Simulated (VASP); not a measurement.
# Au (C2/c) in VASP: a series of runs

Runs on Au. Level: BLYP. Tasks: single point.

Everything below comes from runs of VASP 6.6.1. Logs are shortened: lines on timing, memory, paths and dates and some standing lists are left out, and cuts for length are marked.

**1. The cell of the first run**

The structure is monoclinic, space group C2/c (No. 15). The conventional cell has a = 2.866 Å, b = 7.762 Å, c = 3.936 Å, α = 90.00°, β = 90.11°, γ = 90.00°. Within 4.2 Å of Au (site symmetry 2) lie 18 Au at 2.87 to 4.14 Å.

**2. Single point, BLYP (21.90 Å³/atom)**

Contents of INCAR:

```
SYSTEM = Au
PREC = Accurate
ENCUT = 520
EDIFF = 1E-6
ISMEAR = -1
SIGMA = 0.1
LREAL = .FALSE.
LASPH = .TRUE.
NELM = 60
ALGO = Normal
ISIF = 2
LWAVE = .FALSE.
LCHARG = .TRUE.
GGA = B5
ALDAX = 1.0
AGGAX = 1.0
AGGAC = 1.0
ALDAC = 0.0
LELF = .TRUE.
LVHAR = .TRUE.
NBANDS = 18
```

Contents of KPOINTS:

```
Automatic mesh
0
G
  13 13 9
  0 0 0
```

Contents of POSCAR:

```
Au
1.0
   -2.5585506069      2.9300066291      1.4089567253
    2.9300066291     -2.5585506069      1.4089567253
    2.7354000988      2.7354000988     -0.7286343403
Au
2
Direct
    0.0114745961      0.9885254039      0.0000000000
    0.7385254039      0.2614745961      0.5000000000
```

Potentials or basis: VASP PAW PBE potentials, release 64 (Au).

Command:

```
> cat potpaw_PBE.64/Au/POTCAR > POTCAR
> mpirun -np 1 vasp_std > vasp.out
```

OUTCAR:

```text
SYSTEM = Au
   PREC = Accurate
   ENCUT = 520
   EDIFF = 1E-6
   ISMEAR = -1
   LREAL = .FALSE.
   LASPH = .TRUE.
   NELM = 60
   ISIF = 2
   GGA = B5

 ion  position               nearest neighbor table
   1  0.011  0.989  0.000-   2 2.89   2 2.89   2 3.00   2 3.00   2 3.01   2 3.01
   2  0.739  0.261  0.500-   1 2.89   1 2.89   1 3.00   1 3.00   1 3.01   1 3.01

  LATTYP: Found a base centered monoclinic cell.
 ALAT       =     2.8664604250
 B/A-ratio  =     2.7078664730
 C/A-ratio  =     1.3732833222
 COS(beta)  =    -0.0018670120

  Lattice vectors:

 A1 = (  -2.5585506069,   2.9300066291,   1.4089567253)
 A2 = (   2.9300066291,  -2.5585506069,   1.4089567253)
 A3 = (   2.7354000988,   2.7354000988,  -0.7286343403)

Analysis of symmetry for initial positions (statically):
=====================================================================
 Subroutine PRICEL returns:
 Original cell was already a primitive cell.

 Routine SETGRP: Setting up the symmetry group for a
 base centered monoclinic supercell.

 Subroutine GETGRP returns: Found  4 space group operations
 (whereof  2 operations were pure point group operations)
 out of a pool of  4 trial point group operations.

The static configuration has the point symmetry C_2 .
 The point group associated with its full space group is C_2h.

Analysis of symmetry for dynamics (positions and initial velocities):
=====================================================================
 Subroutine PRICEL returns:
 Original cell was already a primitive cell.

 Routine SETGRP: Setting up the symmetry group for a
 base centered monoclinic supercell.

 Subroutine GETGRP returns: Found  4 space group operations
 (whereof  2 operations were pure point group operations)
 out of a pool of  4 trial point group operations.

The dynamic configuration has the point symmetry C_2 .
 The point group associated with its full space group is C_2h.

 Subroutine INISYM returns: Found  4 space group operations
 (whereof  2 operations are pure point group operations),
 and found     1 'primitive' translations

----------------------------------------------------------------------------------------

                                     Primitive cell

  volume of cell :      43.7920

  direct lattice vectors                    reciprocal lattice vectors
    -2.558550607  2.930006629  1.408956725    -0.045437839  0.136759404  0.342834538
     2.930006629 -2.558550607  1.408956725     0.136759404 -0.045437839  0.342834538
     2.735400099  2.735400099 -0.728634340     0.176588071  0.176588071 -0.046555513

  length of vectors
     4.137182508  4.137182508  3.936462295     0.371891452  0.371891452  0.254035646

  position of ions in fractional coordinates (direct lattice)
     0.011474596  0.988525404  1.000000000
     0.738525404  0.261474596  0.500000000

  ion indices of the primitive-cell ions
   primitive index   ion index
                 1           1
                 2           2

----------------------------------------------------------------------------------------

 KPOINTS: Automatic mesh

Automatic generation of k-mesh.
 Grid dimensions read from file:
 generate k-points for:   13   13    9

 Generating k-lattice:

  Cartesian coordinates                     Fractional coordinates (reciprocal lattice)
    -0.003495218  0.010519954  0.026371888     0.076923077  0.000000000 -0.000000000
     0.010519954 -0.003495218  0.026371888     0.000000000  0.076923077 -0.000000000
     0.019620897  0.019620897 -0.005172835     0.000000000  0.000000000  0.111111111

  Length of vectors
     0.028607035  0.028607035  0.028226183

  Shift w.r.t. Gamma in fractional coordinates (k-lattice)
     0.000000000  0.000000000  0.000000000

 Subroutine IBZKPT returns following result:
 ===========================================

 Found    413 irreducible k-points:

 Following reciprocal coordinates:
            Coordinates               Weight
  0.000000  0.000000  0.000000      1.000000
  0.076923  0.000000  0.000000      4.000000
  0.153846  0.000000 -0.000000      4.000000
  0.230769  0.000000  0.000000      4.000000
  0.307692  0.000000 -0.000000      4.000000
  0.384615  0.000000  0.000000      4.000000
[... 16 lines left out ...]
  0.384615  0.153846  0.000000      4.000000
  0.461538  0.153846  0.000000      4.000000
 [... further k-points ...]
   k-points           NKPTS =    413   k-points in BZ     NKDIM =    413   number of bands    NBANDS=     18
   number of dos      NEDOS =    301   number of ions     NIONS =      2
   total plane-waves  NPLWV =  30720
   dimension x,y,z NGX =    32 NGY =   32 NGZ =   30
   dimension x,y,z NGXF=    64 NGYF=   64 NGZF=   60
   ions per type =               2
   NGX,Y,Z   is equivalent  to a cutoff of  12.86, 12.86, 12.67 a.u.
   NGXF,Y,Z  is equivalent  to a cutoff of  25.72, 25.72, 25.34 a.u.
 SYSTEM =  Au
   PREC   = accura    normal or accurate (medium, high low for compatibility)
   ISTART =      0    job   : 0-new  1-cont  2-samecut
   ICHARG =      2    charge: 1-file 2-atom 10-const
   ISPIN  =      1    spin polarized calculation?
   LNONCOLLINEAR =      F non collinear calculations
   LSORBIT =      F    spin-orbit coupling
   LASPH  =      T    aspherical Exc in radial PAW
   ENCUT  =  520.0 eV  38.22 Ry    6.18 a.u.   7.69  7.69  7.32*2*pi/ulx,y,z
   NELM   =     60;   NELMIN=  2; NELMDL= -5     # of ELM steps
   EDIFF  = 0.1E-05   stopping-criterion for ELM
   LREAL  =      F    real-space projection
   EDIFFG = 0.1E-04   stopping-criterion for IOM
   NSW    =      0    number of steps for IOM
   IBRION =     -1    ionic relax: 0-MD 1-quasi-New 2-CG
   NFREE  =      0    steps in history (QN), initial steepest desc. (CG)
   ISIF   =      2    stress and relaxation
   ISYM   =      2    0-nonsym 1-usesym 2-fastsym
   POTIM  = 0.5000    time-step for ionic-motion
   TEBEG  =    0.0;   TEEND  =   0.0 temperature during run
   PSTRESS=    0.0 pullay stress
   NELECT =      22.0000    total number of electrons
   NUPDOWN=      -1.0000    fix difference up-down
   EMIN   =  10.00;   EMAX   =-10.00  energy-range for DOS
   EFERMI =   0.00;   METHOD = LEGACY
   ISMEAR =    -1;   SIGMA  =   0.10  broadening in eV -4-tet -1-fermi 0-gaus
   EFERMI_NEDOS =   21; number of points for ismear=-14 and -15
   IALGO  =     38    algorithm
   IMIX   =      4    mixing-type and parameters
     AMIX     =   0.40;   BMIX     =  1.00
     AMIX_MAG =   1.60;   BMIX_MAG =  1.00
  volume/ion in A,a.u.               =      21.90       147.76
  Fermi-wavevector in a.u.,A,eV,Ry     =   1.301420  2.459328 23.044115  1.693695
  Thomas-Fermi vector in A             =   2.432555
   LORBIT       =      0    0 simple, 1 ext, 2 COOP (PROOUT), +10 PAW based schemes
   GGA     = B5    functional components
   LHFCALC =     F    Hartree Fock is set to
   AEXX    =    0.0000 exact exchange contribution
   IVDW    =     0    specifies the selected vdW correction
   LEPSILON=     F    determine dielectric tensor
   LRPA    =     F    only Hartree local field effects (RPA)
 non-spin polarized calculation
  energy-cutoff  :      520.00
  volume of cell :       43.79
 maximum number of plane-waves:      1197
   NGX = 15   NGY = 15   NGZ = 15

 number of electron      22.0000002 magnetization

 Free energy of the ion-electron system (eV)
  ---------------------------------------------------
  ext. energy  EPLUGINS =         0.00000000
  ---------------------------------------------------
  free energy    TOTEN  =        -4.88898303 eV

  energy without entropy =       -4.86890749  energy(sigma->0) =       -4.87894526

 E-fermi :   6.3008     XC(G=0): -10.5744

 val. band max:        6.2978386369   @ k =  -0.3846  -0.0000   0.4444
 cond. band min:       6.3144280875   @ k =   0.3846  -0.0000   0.4444
 fundamental gap:      0.0165894506
 Fermi energy:         6.3008178750

 k-point     1 :       0.0000    0.0000    0.0000
  band No.  band energies     occupation
      1      -1.1601      2.00000
      2       1.1176      2.00000
      3       1.3224      2.00000
      4       1.4693      2.00000
      5       1.8368      2.00000
      6       3.7416      2.00000
[... 10 lines left out ...]
     17      20.2254      0.00000
     18      22.6472      0.00000

 k-point     2 :       0.0769    0.0000    0.0000
  band No.  band energies     occupation
      1      -1.0026      2.00000
      2       1.2292      2.00000
      3       1.4020      2.00000
      4       1.4950      2.00000
      5       1.9355      2.00000
      6       3.6245      2.00000
[... 10 lines left out ...]
     17      20.3164      0.00000
     18      21.0210      0.00000

 k-point     3 :       0.1538    0.0000   -0.0000
  band No.  band energies     occupation
      1      -0.5538      2.00000
      2       1.4259      2.00000
      3       1.5610      2.00000
      4       1.7262      2.00000
      5       2.2430      2.00000
      6       3.2917      2.00000
[... 10 lines left out ...]
     17      20.1834      0.00000
     18      20.6800      0.00000

 k-point     4 :       0.2308    0.0000    0.0000
  band No.  band energies     occupation
      1       0.0978      2.00000
      2       1.6036      2.00000
      3       1.6351      2.00000
      4       2.2283      2.00000
      5       2.6629      2.00000
      6       2.8304      2.00000
[... 375 lines left out ...]
      4       2.2225      2.00000
      5       2.6125      2.00000
      6       2.9430      2.00000
[... 10 lines left out ...]
     17      19.0776      0.00000
     18      20.7411      0.00000

 k-point    23 :       0.3846    0.1538    0.0000
  band No.  band energies     occupation
      1       1.2272      2.00000
      2       1.5159      2.00000
      3       1.6186      2.00000
      4       2.1024      2.00000
      5       2.8802      2.00000
      6       3.1736      2.00000
[... 10 lines left out ...]
     17      19.6195      0.00000
     18      19.7885      0.00000

 k-point    24 :       0.4615    0.1538    0.0000
  band No.  band energies     occupation
      1       1.2631      2.00000
      2       1.5794      2.00000
      3       1.6609      2.00000
      4       2.0781      2.00000
      5       2.9734      2.00000
      6       3.2254      2.00000
[... 10 lines left out ...]
     17      19.3859      0.00000
     18      19.5490      0.00000

 [... further k-points ...]

------------------------ aborting loop because EDIFF is reached ----------------------------------------

  FORCE on cell =-STRESS in cart. coord.  units (eV):
  Direction    XX          YY          ZZ          XY          YZ          ZX
  --------------------------------------------------------------------------------------
  -------------------------------------------------------------------------------------
  Total       -0.7188289     -0.7188289     -0.8428453     -0.0121292     -0.0124505     -0.0124506
  in kB      -26.2991462    -26.2991462    -30.8364190     -0.4437606     -0.4555145     -0.4555179
  external PRESSURE =     -27.8115705 kB  Pullay stress =       0.0000000 kB

 VOLUME and BASIS-vectors are now :
 -----------------------------------------------------------------------------
  energy-cutoff  :      520.00
  volume of cell :       43.79
      direct lattice vectors                 reciprocal lattice vectors
    -2.558550607  2.930006629  1.408956725    -0.045437839  0.136759404  0.342834538
     2.930006629 -2.558550607  1.408956725     0.136759404 -0.045437839  0.342834538
     2.735400099  2.735400099 -0.728634340     0.176588071  0.176588071 -0.046555513

 POSITION                                       TOTAL-FORCE (eV/Angst)
 -----------------------------------------------------------------------------------
      2.86703     -2.49557      1.40896        -0.011939      0.011939     -0.000000
      0.24427      2.86259      1.04464         0.011939     -0.011939      0.000000
 -----------------------------------------------------------------------------------
    total drift:                                0.000000     -0.000000      0.000000

  FREE ENERGIE OF THE ION-ELECTRON SYSTEM (eV)
  ---------------------------------------------------
  free  energy   TOTEN  =        -4.8889830324 eV

  energy  without entropy=       -4.8689074908  energy(sigma->0) =       -4.87894526
```

It took 3.1 min on 1 thread of AMD EPYC 9R45 (Zen 5), shared host; peak memory 0.36 GiB.

What came out:

* Free energy: -4.8890 eV
* Pressure: -2.8 GPa
* Largest force: 0.017 eV/Å
* Band gap on the k mesh: zero (bands 11 and 12 overlap by 4.40 eV)

Forces on the atoms (eV/Å):
```
Au  -0.012  0.012  0.000
Au   0.012 -0.012  0.000
```

Levels at points of the mesh, in eV from the Fermi level:
```tsv
k point	band 8	band 9	band 10	band 11	band 12	band 13	band 14	band 15
(0.00, 0.00, 0.00)	-2.34	-2.08	-1.89	-1.19	3.79	4.22	5.48	11.58
```

Caveat: the PAW data sets were made with another functional, which shifts forces and pressure a little; spin-orbit coupling is left out, which moves the levels of the heavy elements.

[end of part 1 of 2]

The gap in the log of VASP goes by the Fermi energy; the results here count the filled bands.